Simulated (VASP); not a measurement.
# Mo (Fd-3m) in VASP: further runs, part 2 of 3

VASP 6.6.1. Earlier steps stand in the parts before.

**4. Relaxation of cell and atoms, PBE, target pressure 31 GPa, at which the enthalpy is minimised**

This run uses another cell than the first one, of 17.23 Å³/atom, 0.911 times its volume.

The input, INCAR:

```
SYSTEM = Mo
PREC     = Accurate       ! precision mode
ENCUT    = 600            ! plane-wave cutoff, eV
EDIFF    = 1E-6           ! SCF threshold, eV
ISMEAR   = -1             ! smearing method
SIGMA    = 0.05           ! smearing width, eV
LREAL    = .FALSE.        ! projectors in reciprocal space
LASPH    = .TRUE.         ! aspherical terms in the spheres
NELM     = 60             ! most SCF steps
ALGO     = Normal         ! electronic algorithm
ISIF     = 3              ! what is computed and relaxed
LWAVE    = .FALSE.        ! write WAVECAR
LCHARG   = .FALSE.        ! write CHGCAR
GGA      = PE             ! functional
IBRION   = 2              ! ionic algorithm
NSW      = 60             ! ionic steps
EDIFFG   = -0.005         ! ionic threshold
PSTRESS  = 310.0
```

The input, KPOINTS:

```
regular mesh
0
G
  13 13 13
  0 0 0
```

The input, POSCAR:

```
Mo
1.0
    0.0000000000      2.5827446751      2.5827446751
    2.5827446751      0.0000000000      2.5827446751
    2.5827446751      2.5827446751      0.0000000000
Mo
2
Direct
   -0.1250000000     -0.1250000000     -0.1250000000
    0.1250000000      0.1250000000      0.1250000000
```

On the command line:

```console
> cat potpaw_PBE.64/Mo_sv/POTCAR > POTCAR
> mpirun -np 1 vasp_std > vasp.out
```

Run time: 17 min. Hardware: 1 thread of AMD EPYC 7R13 (Zen 3), shared host; peak memory 0.18 GiB.

Results (log left out):

```
Free energy                                            : -16.7518 eV
Relaxed volume                                         : 19.01 Å³/atom
Relaxed cell                                           : a = 3.774 Å, b = 3.774 Å, c = 3.774 Å, α = 60.00°, β = 60.00°, γ = 60.00°
Space group after relaxing (to 0.05 Å)                 : Fd-3m (No. 227)
Energy change on relaxing (the enthalpy is what falls) : -481.6 meV/atom
Ionic steps                                            : 23
Pressure after relaxing                                : 31.0 GPa
Band gap on the k mesh                                 : zero (band 14 reaches 9.60 eV, above the bottom of band 15 at 9.04 eV)
```

The path:
```
step  energy change (eV)  largest force (eV/Å)  pressure (GPa)  volume (Å³)
   1              0.0000                0.0000           57.65        34.46
   2             -1.4972                0.0000           -8.54        50.81
   3             -1.0540                0.0000           28.20        38.51
   4             -0.9732                0.0000           30.68        38.07
   5             -0.9588                0.0000           31.05        38.00
   6             -0.9588                0.0000           31.12        38.00
   7             -0.9588                0.0000           31.13        38.00
   8             -0.9588                0.0000           31.12        38.00
   9             -0.9588                0.0000           31.12        38.00
  10             -0.9588                0.0000           31.12        38.00
  11             -0.9588                0.0000           31.12        38.00
  12             -0.9588                0.0000           31.12        38.00
  13             -0.9588                0.0000           31.12        38.00
  14             -0.9588                0.0000           31.12        38.00
  15             -0.9588                0.0000           31.12        38.00
  16             -0.9589                0.0000           31.12        38.00
  17             -0.9589                0.0000           31.13        38.00
  18             -0.9590                0.0000           31.13        38.00
  19             -0.9591                0.0000           31.13        38.00
  20             -0.9594                0.0000           31.14        38.00
  21             -0.9599                0.0000           31.10        38.01
  22             -0.9610                0.0000           31.07        38.01
  23             -0.9632                0.0000           31.00        38.02
```

Final structure:
```
Mo
1.0
     0.00000    2.66892    2.66892
     2.66892    0.00000    2.66892
     2.66892    2.66892    0.00000
Mo
2
Direct
  0.87500 0.87500 0.87500
  0.12500 0.12500 0.12500
```

Levels at points of the mesh, in eV from the Fermi level:
```csv
k point,band 12,band 13,band 14,band 15,band 16,band 17
"(0.00, 0.00, 0.00)",-1.67,-1.67,-1.67,1.52,1.52,1.52
```

Caveat: the cell is relaxed towards a set pressure, so the enthalpy falls and the energy may rise.

**5. Relaxation of cell and atoms, PBE, target pressure 31 GPa, at which the enthalpy is minimised**

This run uses another cell than the first one, of 17.23 Å³/atom, 0.911 times its volume.

The input, INCAR:

```
SYSTEM = Mo
PREC = Accurate
ENCUT = 600
EDIFF = 1E-6
ISMEAR = -1
SIGMA = 0.05
LREAL = .False.
LASPH = .True.
NELM = 100
ALGO = Normal
ISIF = 3
LWAVE = .False.
LCHARG = .False.
GGA = PE
IBRION = 2
NSW = 60
EDIFFG = -0.005
PSTRESS = 310.0
```

The input, KPOINTS:

```
regular mesh
0
Gamma
  13 13 13
  0 0 0
```

The input, POSCAR:

```
Mo
1.0
    0.0000000000      2.5827446747      2.5827446747
    2.5827446747      0.0000000000      2.5827446747
    2.5827446747      2.5827446747      0.0000000000
Mo
2
Direct
   -0.1250000000     -0.1250000000     -0.1250000000
    0.1250000000      0.1250000000      0.1250000000
```

Potentials or basis: VASP PAW PBE potentials, release 64 (Mo_sv).

On the command line:

```console
> cat potpaw_PBE.64/Mo_sv/POTCAR > POTCAR
> mpirun -np 1 vasp_std > vasp.out
```

OUTCAR:

```text
SYSTEM = Mo
   PREC = Accurate
   ENCUT = 600
   EDIFF = 1E-6
   ISMEAR = -1
   LREAL = .False.
   LASPH = .True.
   NELM = 100
   ISIF = 3
   GGA = PE
   IBRION = 2
   NSW = 60
   EDIFFG = -0.005
   PSTRESS = 310.0

 ion  position               nearest neighbor table
   1  0.875  0.875  0.875-   2 2.24   2 2.24   2 2.24   2 2.24
   2  0.125  0.125  0.125-   1 2.24   1 2.24   1 2.24   1 2.24

  LATTYP: Found a face centered cubic cell.
 ALAT       =     5.1654893494

  Lattice vectors:

 A1 = (   0.0000000000,   2.5827446747,   2.5827446747)
 A2 = (   2.5827446747,   0.0000000000,   2.5827446747)
 A3 = (   2.5827446747,   2.5827446747,   0.0000000000)

Analysis of symmetry for initial positions (statically):
=====================================================================
 Subroutine PRICEL returns:
 Original cell was already a primitive cell.

 Routine SETGRP: Setting up the symmetry group for a
 face centered cubic supercell.

 Subroutine GETGRP returns: Found 48 space group operations
 (whereof 12 operations were pure point group operations)
 out of a pool of 48 trial point group operations.

The static configuration has the point symmetry D_3d.
 The point group associated with its full space group is O_h .

Analysis of symmetry for dynamics (positions and initial velocities):
=====================================================================
 Subroutine PRICEL returns:
 Original cell was already a primitive cell.

 Routine SETGRP: Setting up the symmetry group for a
 face centered cubic supercell.

 Subroutine GETGRP returns: Found 48 space group operations
 (whereof 12 operations were pure point group operations)
 out of a pool of 48 trial point group operations.

The dynamic configuration has the point symmetry D_3d.
 The point group associated with its full space group is O_h .

 Subroutine INISYM returns: Found 48 space group operations
 (whereof 12 operations are pure point group operations),
 and found     1 'primitive' translations

----------------------------------------------------------------------------------------

                                     Primitive cell
[... 104 lines left out ...]
   EMIN   =  10.00;   EMAX   =-10.00  energy-range for DOS
   EFERMI =   0.00;   METHOD = LEGACY
   ISMEAR =    -1;   SIGMA  =   0.05  broadening in eV -4-tet -1-fermi 0-gaus
   EFERMI_NEDOS =   21; number of points for ismear=-14 and -15
   IALGO  =     38    algorithm
   IMIX   =      4    mixing-type and parameters
     AMIX     =   0.40;   BMIX     =  1.00
     AMIX_MAG =   1.60;   BMIX_MAG =  1.00
  volume/ion in A,a.u.               =      17.23       116.26
  Fermi-wavevector in a.u.,A,eV,Ry     =   1.527693  2.886921 31.753893  2.333845
  Thomas-Fermi vector in A             =   2.635554
   LORBIT       =      0    0 simple, 1 ext, 2 COOP (PROOUT), +10 PAW based schemes
   GGA     = PE    functional components
   LHFCALC =     F    Hartree Fock is set to
   AEXX    =    0.0000 exact exchange contribution
   IVDW    =     0    specifies the selected vdW correction
   LEPSILON=     F    determine dielectric tensor
   LRPA    =     F    only Hartree local field effects (RPA)
 conjugate gradient relaxation of ions
 non-spin polarized calculation
  energy-cutoff  :      600.00
  volume of cell :       34.46
 maximum number of plane-waves:      1167
 NGX is ok and might be reduce to    30
   NGX = 15   NGY = 15   NGZ = 15

--------------------------------------- Ionic step        1  -------------------------------------------

 number of electron      28.0000005 magnetization

 Free energy of the ion-electron system (eV)
  ---------------------------------------------------
  ext. energy  EPLUGINS =         0.00000000
  ---------------------------------------------------
  free energy    TOTEN  =       -15.78863819 eV

  energy without entropy =      -15.77030416  energy(sigma->0) =      -15.77947117

 E-fermi :  10.6925     XC(G=0): -12.3479

 val. band max:       10.6883233207   @ k =  -0.3077   0.3077   0.0000
 cond. band min:      10.6942522739   @ k =   0.3077   0.1538   0.0769
 fundamental gap:      0.0059289532
 Fermi energy:        10.6924731252

 k-point     1 :       0.0000    0.0000    0.0000
  band No.  band energies     occupation
      1     -50.4281      2.00000
      2     -48.6911      2.00000
      3     -25.0128      2.00000
      4     -25.0128      2.00000
      5     -25.0128      2.00000
      6     -22.8286      2.00000
[... 604 lines left out ...]
  energy  without entropy=      -16.8237206272  energy(sigma->0) =      -16.83319805

  enthalpy is  TOTEN    =        -9.3906555203 eV   P V=        7.4520199492

[... ionic steps 4 to 20 ...]

--------------------------------------- Ionic step       21  -------------------------------------------

 number of electron      27.9999999 magnetization

------------------------ aborting loop because EDIFF is reached ----------------------------------------
[... 71 lines left out ...]
--------------------------------------- Ionic step       23  -------------------------------------------

 number of electron      28.0000000 magnetization

 Free energy of the ion-electron system (eV)
  ---------------------------------------------------
  ext. energy  EPLUGINS =         0.00000000
  ---------------------------------------------------
  free energy    TOTEN  =       -16.75179328 eV

  energy without entropy =      -16.73291442  energy(sigma->0) =      -16.74235385

 E-fermi :   9.2728     XC(G=0): -11.8212

 val. band max:        9.2627473941   @ k =  -0.3077   0.4615   0.2308
 cond. band min:       9.2790949787   @ k =  -0.4615   0.3846   0.0000
 fundamental gap:      0.0163475847
 Fermi energy:         9.2728316647

 k-point     1 :       0.0000    0.0000    0.0000
  band No.  band energies     occupation
      1     -51.5137      2.00000
      2     -50.2359      2.00000
      3     -26.0433      2.00000
      4     -26.0433      2.00000
      5     -26.0433      2.00000
      6     -24.2912      2.00000
[... 528 lines left out ...]
  energy  without entropy=      -16.7329144180  energy(sigma->0) =      -16.74235385

  enthalpy is  TOTEN    =        -9.3950131961 eV   P V=        7.3567800804

 reached required accuracy - stopping structural energy minimisation
```

CONTCAR:

```text
Mo
   1.00000000000000
     0.0000000000000000    2.6689199961656462    2.6689199961656471
     2.6689199961656462   -0.0000000000000000    2.6689199961656471
     2.6689199961656462    2.6689199961656462    0.0000000000000001
  Mo
     2
Direct
     0.8750000000000000    0.8750000000000000    0.8750000000000000
     0.1250000000000000    0.1250000000000000    0.1250000000000000

  0.00000000E+00  0.00000000E+00  0.00000000E+00
  0.00000000E+00  0.00000000E+00  0.00000000E+00
```

Wall time 2.8 min (1 thread of Intel Xeon 6975P-C (Granite Rapids), shared host); peak memory 0.2 GiB.

Results:

* Free energy: -16.7518 eV
* Relaxed volume: 19.01 Å³/atom
* Relaxed cell: a = 3.774 Å, b = 3.774 Å, c = 3.774 Å, α = 60.00°, β = 60.00°, γ = 60.00°
* Space group after relaxing (to 0.05 Å): Fd-3m (No. 227)
* Energy change on relaxing (the enthalpy is what falls): -481.6 meV/atom
* Ionic steps: 23
* Pressure after relaxing: 31.0 GPa
* Band gap on the k mesh: zero (band 14 reaches 9.60 eV, above the bottom of band 15 at 9.04 eV)

The path:
| step | energy change (eV) | largest force (eV/Å) | pressure (GPa) | volume (Å³) |
| --- | --- | --- | --- | --- |
| 1 | 0.0000 | 0.0000 | 57.65 | 34.46 |
| 2 | -1.4972 | 0.0000 | -8.54 | 50.81 |
| 3 | -1.0540 | 0.0000 | 28.20 | 38.51 |
| 4 | -0.9732 | 0.0000 | 30.68 | 38.07 |
| 5 | -0.9588 | 0.0000 | 31.05 | 38.00 |
| 6 | -0.9588 | 0.0000 | 31.12 | 38.00 |
| 7 | -0.9588 | 0.0000 | 31.13 | 38.00 |
| 8 | -0.9588 | 0.0000 | 31.12 | 38.00 |
| 9 | -0.9588 | 0.0000 | 31.12 | 38.00 |
| 10 | -0.9588 | 0.0000 | 31.12 | 38.00 |
| 11 | -0.9588 | 0.0000 | 31.12 | 38.00 |
| 12 | -0.9588 | 0.0000 | 31.12 | 38.00 |
| 13 | -0.9588 | 0.0000 | 31.12 | 38.00 |
| 14 | -0.9588 | 0.0000 | 31.12 | 38.00 |
| 15 | -0.9588 | 0.0000 | 31.12 | 38.00 |
| 16 | -0.9589 | 0.0000 | 31.12 | 38.00 |
| 17 | -0.9589 | 0.0000 | 31.13 | 38.00 |
| 18 | -0.9590 | 0.0000 | 31.13 | 38.00 |
| 19 | -0.9591 | 0.0000 | 31.13 | 38.00 |
| 20 | -0.9594 | 0.0000 | 31.14 | 38.00 |
| 21 | -0.9599 | 0.0000 | 31.10 | 38.01 |
| 22 | -0.9610 | 0.0000 | 31.07 | 38.01 |
| 23 | -0.9632 | 0.0000 | 31.00 | 38.02 |

Final structure:
```yaml
crystal:
  lattice:
    - [0.00000, 2.66892, 2.66892]
    - [2.66892, 0.00000, 2.66892]
    - [2.66892, 2.66892, 0.00000]
  atoms:
    - { symbol: Mo, position: [0.87500, 0.87500, 0.87500] }
    - { symbol: Mo, position: [0.12500, 0.12500, 0.12500] }
```

Caveat: the cell is relaxed towards a set pressure, so the enthalpy falls and the energy may rise.

(Continued in part 3 of 3.)
